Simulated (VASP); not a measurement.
Crystal: BAs.

```
B As
1.0
     3.45072    0.00000    0.00000
    -1.72536    2.98841    0.00000
     0.00000    0.00000   10.19220
B As
2 2
Direct
  0.33333 0.66667 0.25000
  0.66667 0.33333 0.75000
  0.66667 0.33333 0.25000
  0.33333 0.66667 0.75000
```

This cell differs from its parent crystal: volume changed by +6%.

Base run:

```yaml
Program: VASP 6.6.1
Functional: PBE
Potentials_or_basis: VASP PAW PBE potentials, release 64 (B, As_d)
Cutoff: 600 eV
k_mesh: 9 × 9 × 2
Occupations: gaussian, width 0.01 eV
Spin: no spin polarisation
```

Its results: band gap on the k mesh 0.79 eV, direct; pressure -3.8 GPa.

Task: The run is repeated on the same cell with these changes: potentials or basis from VASP PAW PBE potentials, release 64 (B, As_d) to VASP PAW PBE potentials, release 64 (B, As); cutoff from 600 eV to 520 eV; further incar settings from ALGO = Normal; EDIFF = 1e-06; NBANDS = 26 to ALGO = Normal; EDIFF = 1e-06; NBANDS = 16; valence electrons from 36 to 16. What comes out?

Result: Band gap on the k mesh 0.78 eV, direct; pressure -3.4 GPa.

Caveats: this functional lacks dispersion, which binds the layers, so the pressure and a relaxed spacing across them are unreliable.

A k mesh can miss the band edges.
